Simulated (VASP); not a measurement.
**CsI: relaxation of cell and atoms with PBE+D3(BJ)**

Crystal: CsI.

```
Cs I
1.0
     4.66602    0.00000    0.00000
     0.00000    4.66602    0.00000
     0.00000    0.00000    4.66602
Cs I
1 1
Direct
  0.00000 0.00000 0.00000
  0.50000 0.50000 0.50000
```

```
Program                : VASP 6.6.1
Task                   : relaxation of cell and atoms
Functional             : PBE
Dispersion             : D3(BJ)
Potentials or basis    : VASP PAW PBE potentials, release 64 (Cs_sv, I)
Cutoff                 : 500 eV
k mesh                 : 6 × 6 × 6
Occupations            : gaussian, width 0.02 eV
Spin                   : no spin polarisation
Dipole correction      : no
Further INCAR settings : ALGO = Normal; EDIFF = 1e-07; IBRION = 2; EDIFFG = -0.005; NSW = 70; ISIF = 3
```

```yaml
Relaxed_volume: 47.58 Å³/atom
Relaxed_cell: a = 4.565 Å, b = 4.565 Å, c = 4.565 Å, α = 90.00°, β = 90.00°, γ = 90.00°
Space_group_after_relaxing_to_0.1_Å: Pm-3m (No. 221)
Energy_gained_by_relaxing: 7.2 meV/atom
Ionic_steps: 4
Pressure_after_relaxing: 0.0 GPa
Band_gap_on_the_k_mesh: 3.88 eV (least direct gap 3.97 eV)
Dispersion_energy_per_atom: -0.240 eV
```

Step by step:
```csv
step,energy change (eV),largest force (eV/Å),pressure (GPa),volume (Å³)
1,0.0000,0.0000,-0.67,101.59
2,-0.0104,0.0000,-0.38,98.47
3,-0.0144,0.0000,-0.06,95.63
4,-0.0145,0.0000,0.00,95.15
```

Final structure:
```
Cs I
1.0
     4.56538    0.00000    0.00000
     0.00000    4.56538    0.00000
     0.00000    0.00000    4.56538
Cs I
1 1
Direct
  0.00000 0.00000 0.00000
  0.50000 0.50000 0.50000
```

Levels at points of the mesh, in eV from the valence-band top:
```
           k point  band 4  band 5  band 6  band 7  band 8  band 9  band 10  band 11  band 12
(0.00, 0.00, 0.00)   -7.09   -7.09   -0.09   -0.09   -0.09    3.88     4.18     4.18     7.76
(0.50, 0.00, 0.00)   -7.03   -7.03   -1.56   -0.24   -0.24    5.20     6.49     6.73     6.82
(0.50, 0.50, 0.00)   -7.45   -6.99   -0.86   -0.86    0.00    4.24     4.92     6.10     6.10
(0.50, 0.50, 0.50)   -7.34   -7.34   -1.31   -1.31   -1.31    7.18     7.18     7.18     7.86
```

Wall time 80 s on 1 thread of Intel Xeon 8259CL, with other jobs on the host, peak memory 0.23 GiB.

Caveat: spin-orbit coupling is left out, which moves the levels of the heavy elements. A k mesh can miss the band edges.
